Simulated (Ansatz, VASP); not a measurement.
**Cu: VASP beside Ansatz**

```xyz
1
Lattice="0.0000 1.8075 1.8075 1.8075 0.0000 1.8075 1.8075 1.8075 0.0000" Properties=species:S:1:pos:R:3 pbc="T T T"
Cu    0.0000    0.0000    0.0000
```

Alike in both runs: task electric field gradients; functional PBE; k mesh 17 × 17 × 17; occupations fermi-dirac, width 0.03 eV; no spin polarisation.

|  | VASP | Ansatz |
| --- | --- | --- |
| version | VASP 6.6.1 | Ansatz 0.2.0 |
| potentials or method | VASP PAW PBE potentials, release 64 (Cu), cutoff 520 eV | PAW with Ansatz's default frozen-core files, scalar-relativistic |
| valence electrons in the cell | 11 | 19 |

|  | VASP | Ansatz | Ansatz less VASP |
| --- | --- | --- | --- |
| pressure (GPa) | 2.1 | 1.5 | -0.59 |

With one functional, cell and mesh, what is left measures potentials, basis and numerics. VASP's potentials hold 11 valence electrons a cell and Ansatz's 19, so a difference there can come from the potentials and not from the codes.
